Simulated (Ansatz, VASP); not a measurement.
One calculation of CdS3, two programs

```
Cd S
1.0
     4.77711    0.00000    0.00000
    -2.38856    4.13710    0.00000
     0.00000    0.00000    4.95755
Cd S
1 3
Direct
  0.00000 0.00000 0.50000
  0.00000 0.00000 0.00000
  0.33333 0.66667 0.50000
  0.66667 0.33333 0.50000
```

Alike in both runs: task relaxation of cell and atoms; functional PBE; k mesh 6 × 6 × 4; occupations gaussian, width 0.1 eV; no spin polarisation.

|  | VASP | Ansatz |
| --- | --- | --- |
| version | VASP 6.6.1 | Ansatz 0.2.0 |
| potentials or method | VASP PAW PBE potentials, release 64 (Cd, S), cutoff 500 eV | scalar-relativistic, plane waves, PAW |
| valence electrons in the cell | 30 | 38 |

VASP gave:

```
gap on the k mesh at the Fermi level, each at its own relaxed structure (eV) : none
relaxed volume (Å³/atom)                                                     : 24.95
relaxed cell length with the largest relative difference (Å)                 : 4.992
```

Q: What did Ansatz give for the same quantities?

A: gap on the k mesh at the Fermi level, each at its own relaxed structure (eV): none; relaxed volume (Å³/atom): 24.82; relaxed cell length with the largest relative difference (Å): 4.974.

A gap of «none» marks a metal or a gap that the smearing closes. VASP's potentials hold 30 valence electrons a cell and Ansatz's 38, so a difference there can come from the potentials and not from the codes.
